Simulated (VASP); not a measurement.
# Tl (P6_3/mmc) in VASP: further runs

The runs below take Tl through single point, with LDA.

All numbers are computed with VASP 6.6.1; they aren't measurements. Logs are shortened: lines on timing, memory, paths and dates and some standing lists are left out, and cuts for length are marked.

## (1) The cell of the first run

Symmetry: P6_3/mmc, No. 194, hexagonal system. The conventional cell has a = 3.401 Å, b = 3.401 Å, c = 5.443 Å, α = 90.00°, β = 90.00°, γ = 120.00°. Within 4.4 Å of Tl (site symmetry -6m2) lie 12 Tl at 3.36 to 3.40 Å.

## (2) Single point, LDA

Contents of INCAR:

```
PREC = Accurate
ENCUT = 520
EDIFF = 1E-7
ISMEAR = 0
SIGMA = 0.1
LREAL = False
LASPH = True
NELM = 60
ALGO = Normal
ISIF = 2
LWAVE = False
LCHARG = False
GGA = CA
NBANDS = 20
```

Contents of KPOINTS:

```
regular mesh
0
Gamma
  11 11 6
```

Contents of POSCAR:

```
Tl
1.0
    3.4014029632      0.0000000000      0.0000000000
   -1.7007014816      2.9457013746      0.0000000000
    0.0000000000      0.0000000000      5.4430041633
Tl
2
Direct
    0.3333333333      0.6666666667      0.2500000000
    0.6666666667      0.3333333333      0.7500000000
```

Potentials or basis: VASP PAW LDA potentials, release 64 (Tl_d).

Run with:

```
$ cat potpaw_LDA.64/Tl_d/POTCAR > POTCAR
$ mpirun -np 1 vasp_std > vasp.out
```

OUTCAR:

```text
PREC = Accurate
   ENCUT = 520
   EDIFF = 1E-7
   ISMEAR = 0
   LREAL = False
   LASPH = True
   NELM = 60
   ISIF = 2
   GGA = CA

 ion  position               nearest neighbor table
   1  0.333  0.667  0.250-   2 3.36   2 3.36   2 3.36   2 3.36   2 3.36   2 3.36
   2  0.667  0.333  0.750-   1 3.36   1 3.36   1 3.36   1 3.36   1 3.36   1 3.36

  LATTYP: Found a hexagonal cell.
 ALAT       =     3.4014029632
 C/A-ratio  =     1.6002232673

  Lattice vectors:

 A1 = (   3.4014029632,   0.0000000000,   0.0000000000)
 A2 = (  -1.7007014816,   2.9457013746,   0.0000000000)
 A3 = (   0.0000000000,   0.0000000000,   5.4430041633)

Analysis of symmetry for initial positions (statically):
=====================================================================
 Subroutine PRICEL returns:
 Original cell was already a primitive cell.

 Routine SETGRP: Setting up the symmetry group for a
 hexagonal supercell.

 Subroutine GETGRP returns: Found 24 space group operations
 (whereof 12 operations were pure point group operations)
 out of a pool of 24 trial point group operations.

The static configuration has the point symmetry D_3d.
 The point group associated with its full space group is D_6h.

Analysis of symmetry for dynamics (positions and initial velocities):
=====================================================================
 Subroutine PRICEL returns:
 Original cell was already a primitive cell.

 Routine SETGRP: Setting up the symmetry group for a
 hexagonal supercell.

 Subroutine GETGRP returns: Found 24 space group operations
 (whereof 12 operations were pure point group operations)
 out of a pool of 24 trial point group operations.

The dynamic configuration has the point symmetry D_3d.
 The point group associated with its full space group is D_6h.

 Subroutine INISYM returns: Found 24 space group operations
 (whereof 12 operations are pure point group operations),
 and found     1 'primitive' translations

----------------------------------------------------------------------------------------

                                     Primitive cell

  volume of cell :      54.5363

  direct lattice vectors                    reciprocal lattice vectors
     3.401402963  0.000000000  0.000000000     0.293996334  0.169738862  0.000000000
    -1.700701482  2.945701375  0.000000000     0.000000000  0.339477725  0.000000000
     0.000000000  0.000000000  5.443004163     0.000000000  0.000000000  0.183722071

  length of vectors
     3.401402963  3.401402963  5.443004163     0.339477725  0.339477725  0.183722071

  position of ions in fractional coordinates (direct lattice)
     0.333333333  0.666666667  0.250000000
     0.666666667  0.333333333  0.750000000

  ion indices of the primitive-cell ions
   primitive index   ion index
                 1           1
                 2           2

----------------------------------------------------------------------------------------

 KPOINTS: regular mesh

Automatic generation of k-mesh.
 Grid dimensions read from file:
 generate k-points for:   11   11    6

 Generating k-lattice:

  Cartesian coordinates                     Fractional coordinates (reciprocal lattice)
     0.026726939  0.015430806  0.000000000     0.090909091  0.000000000  0.000000000
     0.000000000  0.030861611  0.000000000     0.000000000  0.090909091  0.000000000
     0.000000000  0.000000000  0.030620345     0.000000000  0.000000000  0.166666667

  Length of vectors
     0.030861611  0.030861611  0.030620345

  Shift w.r.t. Gamma in fractional coordinates (k-lattice)
     0.000000000  0.000000000  0.000000000

 Subroutine IBZKPT returns following result:
 ===========================================

 Found     64 irreducible k-points:

 Following reciprocal coordinates:
            Coordinates               Weight
  0.000000  0.000000  0.000000      1.000000
  0.090909 -0.000000  0.000000      6.000000
  0.181818 -0.000000  0.000000      6.000000
  0.272727  0.000000  0.000000      6.000000
  0.363636  0.000000  0.000000      6.000000
  0.454545 -0.000000  0.000000      6.000000
[... 16 lines left out ...]
  0.090909  0.090909  0.166667     12.000000
  0.181818  0.090909  0.166667     24.000000
 [... further k-points ...]
   k-points           NKPTS =     64   k-points in BZ     NKDIM =     64   number of bands    NBANDS=     20
   number of dos      NEDOS =    301   number of ions     NIONS =      2
   total plane-waves  NPLWV =  31360
   dimension x,y,z NGX =    28 NGY =   28 NGZ =   40
   dimension x,y,z NGXF=    56 NGYF=   56 NGZF=   80
   ions per type =               2
   NGX,Y,Z   is equivalent  to a cutoff of  13.69, 13.69, 12.22 a.u.
   NGXF,Y,Z  is equivalent  to a cutoff of  27.37, 27.37, 24.43 a.u.
 SYSTEM =  unknown system
   PREC   = accura    normal or accurate (medium, high low for compatibility)
   ISTART =      0    job   : 0-new  1-cont  2-samecut
   ICHARG =      2    charge: 1-file 2-atom 10-const
   ISPIN  =      1    spin polarized calculation?
   LNONCOLLINEAR =      F non collinear calculations
   LSORBIT =      F    spin-orbit coupling
   LASPH  =      T    aspherical Exc in radial PAW
   ENCUT  =  520.0 eV  38.22 Ry    6.18 a.u.   6.32  6.32 10.12*2*pi/ulx,y,z
   NELM   =     60;   NELMIN=  2; NELMDL= -5     # of ELM steps
   EDIFF  = 0.1E-06   stopping-criterion for ELM
   LREAL  =      F    real-space projection
   EDIFFG = 0.1E-05   stopping-criterion for IOM
   NSW    =      0    number of steps for IOM
   IBRION =     -1    ionic relax: 0-MD 1-quasi-New 2-CG
   NFREE  =      0    steps in history (QN), initial steepest desc. (CG)
   ISIF   =      2    stress and relaxation
   ISYM   =      2    0-nonsym 1-usesym 2-fastsym
   POTIM  = 0.5000    time-step for ionic-motion
   TEBEG  =    0.0;   TEEND  =   0.0 temperature during run
   PSTRESS=    0.0 pullay stress
   NELECT =      26.0000    total number of electrons
   NUPDOWN=      -1.0000    fix difference up-down
   EMIN   =  10.00;   EMAX   =-10.00  energy-range for DOS
   EFERMI =   0.00;   METHOD = LEGACY
   ISMEAR =     0;   SIGMA  =   0.10  broadening in eV -4-tet -1-fermi 0-gaus
   EFERMI_NEDOS =   21; number of points for ismear=-14 and -15
   IALGO  =     38    algorithm
   IMIX   =      4    mixing-type and parameters
     AMIX     =   0.40;   BMIX     =  1.00
     AMIX_MAG =   1.60;   BMIX_MAG =  1.00
  volume/ion in A,a.u.               =      27.27       184.01
  Fermi-wavevector in a.u.,A,eV,Ry     =   1.278903  2.416775 22.253577  1.635592
  Thomas-Fermi vector in A             =   2.411419
   LORBIT       =      0    0 simple, 1 ext, 2 COOP (PROOUT), +10 PAW based schemes
   GGA     = CA    functional components
   LHFCALC =     F    Hartree Fock is set to
   AEXX    =    0.0000 exact exchange contribution
   IVDW    =     0    specifies the selected vdW correction
   LEPSILON=     F    determine dielectric tensor
   LRPA    =     F    only Hartree local field effects (RPA)
 non-spin polarized calculation
 Gauss-broadening in eV      SIGMA  =   0.10
  energy-cutoff  :      520.00
  volume of cell :       54.54
 maximum number of plane-waves:      1496
 NGX is ok and might be reduce to    28
   NGX = 13   NGY = 13   NGZ = 21

 number of electron      25.9999999 magnetization

 Free energy of the ion-electron system (eV)
  ---------------------------------------------------
  ext. energy  EPLUGINS =         0.00000000
  ---------------------------------------------------
  free energy    TOTEN  =        -5.87656044 eV

  energy without entropy =       -5.87035552  energy(sigma->0) =       -5.87345798

 E-fermi :   6.7587     XC(G=0): -10.7419

 val. band max:        6.7328446906   @ k =   0.3636   0.0000   0.0000
 cond. band min:       6.7955905365   @ k =   0.3636   0.2727   0.3333
 fundamental gap:      0.0627458459
 Fermi energy:         6.7587096410

 k-point     1 :       0.0000    0.0000    0.0000
  band No.  band energies     occupation
      1      -5.0731      2.00000
      2      -4.7907      2.00000
      3      -4.7689      2.00000
      4      -4.7689      2.00000
      5      -4.7071      2.00000
      6      -4.7071      2.00000
[... 12 lines left out ...]
     19      17.9529      0.00000
     20      18.0456      0.00000

 k-point     2 :       0.0909   -0.0000    0.0000
  band No.  band energies     occupation
      1      -5.0403      2.00000
      2      -4.8292      2.00000
      3      -4.7288      2.00000
      4      -4.7249      2.00000
      5      -4.7085      2.00000
      6      -4.6698      2.00000
[... 12 lines left out ...]
     19      17.9914      0.00000
     20      18.6306      0.00000

 k-point     3 :       0.1818   -0.0000    0.0000
  band No.  band energies     occupation
      1      -5.0130      2.00000
      2      -4.8394      2.00000
      3      -4.7360      2.00000
      4      -4.7274      2.00000
      5      -4.6961      2.00000
      6      -4.6283      2.00000
[... 12 lines left out ...]
     19      17.4869      0.00000
     20      18.7663      0.00000

 k-point     4 :       0.2727    0.0000    0.0000
  band No.  band energies     occupation
      1      -5.0730      2.00000
      2      -4.8506      2.00000
      3      -4.8368      2.00000
      4      -4.7506      2.00000
      5      -4.6892      2.00000
      6      -4.5077      2.00000
[... 12 lines left out ...]
     19      16.6042      0.00000
     20      17.8038      0.00000

 k-point     5 :       0.3636    0.0000    0.0000
  band No.  band energies     occupation
      1      -5.1449      2.00000
      2      -4.9460      2.00000
      3      -4.9040      2.00000
      4      -4.7968      2.00000
      5      -4.6112      2.00000
      6      -4.5415      2.00000
[... 12 lines left out ...]
     19      15.7878      0.00000
     20      17.1374      0.00000
[... 353 lines left out ...]
      6      -4.5527      2.00000
[... 12 lines left out ...]
     19      15.5984      0.00000
     20      16.7530      0.00000

 k-point    22 :       0.4545   -0.0000    0.1667
  band No.  band energies     occupation
      1      -5.1645      2.00000
      2      -5.0771      2.00000
      3      -4.8989      2.00000
      4      -4.7854      2.00000
      5      -4.6952      2.00000
      6      -4.5104      2.00000
[... 12 lines left out ...]
     19      15.4083      0.00000
     20      16.4743      0.00000

 k-point    23 :       0.0909    0.0909    0.1667
  band No.  band energies     occupation
      1      -4.9782      2.00000
      2      -4.8558      2.00000
      3      -4.7761      2.00000
      4      -4.7314      2.00000
      5      -4.7113      2.00000
      6      -4.6491      2.00000
[... 12 lines left out ...]
     19      17.2926      0.00000
     20      18.1723      0.00000

 k-point    24 :       0.1818    0.0909    0.1667
  band No.  band energies     occupation
      1      -4.9868      2.00000
      2      -4.8710      2.00000
      3      -4.8104      2.00000
      4      -4.7354      2.00000
      5      -4.7156      2.00000
      6      -4.5671      2.00000
[... 12 lines left out ...]
     19      17.1970      0.00000
     20      18.0572      0.00000

 [... further k-points ...]

------------------------ aborting loop because EDIFF is reached ----------------------------------------

  FORCE on cell =-STRESS in cart. coord.  units (eV):
  Direction    XX          YY          ZZ          XY          YZ          ZX
  --------------------------------------------------------------------------------------
  -------------------------------------------------------------------------------------
  Total       -0.0450697     -0.0450697      0.1117635      0.0000000      0.0000000      0.0000000
  in kB       -1.3240658     -1.3240658      3.2834089      0.0000000      0.0000000      0.0000000
  external PRESSURE =       0.2117591 kB  Pullay stress =       0.0000000 kB

 VOLUME and BASIS-vectors are now :
 -----------------------------------------------------------------------------
  energy-cutoff  :      520.00
  volume of cell :       54.54
      direct lattice vectors                 reciprocal lattice vectors
     3.401402963  0.000000000  0.000000000     0.293996334  0.169738862  0.000000000
    -1.700701482  2.945701375  0.000000000     0.000000000  0.339477725  0.000000000
     0.000000000  0.000000000  5.443004163     0.000000000  0.000000000  0.183722071

 POSITION                                       TOTAL-FORCE (eV/Angst)
 -----------------------------------------------------------------------------------
     -0.00000      1.96380      1.36075        -0.000000     -0.000000      0.000000
      1.70070      0.98190      4.08225         0.000000      0.000000      0.000000
 -----------------------------------------------------------------------------------
    total drift:                               -0.000000      0.000000      0.000000

  FREE ENERGIE OF THE ION-ELECTRON SYSTEM (eV)
  ---------------------------------------------------
  free  energy   TOTEN  =        -5.8765604445 eV

  energy  without entropy=       -5.8703555192  energy(sigma->0) =       -5.87345798
```

It took 37 s on 1 thread of Intel Xeon Platinum 8488C (Sapphire Rapids), shared host; peak memory 0.18 GiB.

Results:

| Property | Result |
| --- | --- |
| Free energy | -5.8766 eV |
| Pressure | 0.0 GPa |
| Band gap on the k mesh | zero (bands 13 and 14 overlap by 5.97 eV) |

Caveat: spin-orbit coupling is left out, which moves the levels of the heavy elements.

## (3) Single point, LDA

Contents of INCAR:

```
SYSTEM = Tl
PREC = Accurate ; ENCUT = 520
EDIFF = 1E-6 ; ISMEAR = 0
SIGMA = 0.2 ; LREAL = .False.
LASPH = .True. ; NELM = 100
ALGO = Normal ; ISIF = 2
LWAVE = .False. ; LCHARG = .False.
NBANDS = 20
```

Contents of KPOINTS:

```
Automatic mesh
0
Gamma
  11 11 6
  0 0 0
```

POSCAR is that of step 2.

Potentials or basis: VASP PAW LDA potentials, release 64 (Tl_d).

Run with:

```
$ cat potpaw_LDA.64/Tl_d/POTCAR > POTCAR
$ mpirun -np 1 vasp_std > vasp.out
```

Wall time 34 s (1 thread of Intel Xeon Platinum 8488C (Sapphire Rapids), shared host); peak memory 0.18 GiB.

The run converged. Its results:

| Property | Result |
| --- | --- |
| Free energy | -5.8844 eV |
| Pressure | 0.1 GPa |
| Band gap on the k mesh | zero (bands 13 and 14 overlap by 5.97 eV) |

Stress tensor (GPa, compression positive):
```
0.05 0.00 0.00
0.00 0.05 0.00
0.00 0.00 0.15
```

Levels at points of the mesh, in eV from the Fermi level:
```
           k point  band 11  band 12  band 13  band 14  band 15  band 16
(0.00, 0.00, 0.00)   -10.36    -5.07    -3.01     8.29     8.29    10.48
(0.00, 0.00, 0.50)    -8.85    -8.85     3.53     3.53     9.30     9.30
```

Caveat: spin-orbit coupling is left out, which moves the levels of the heavy elements.

The gap in the log of VASP goes by the Fermi energy; the results here count the filled bands.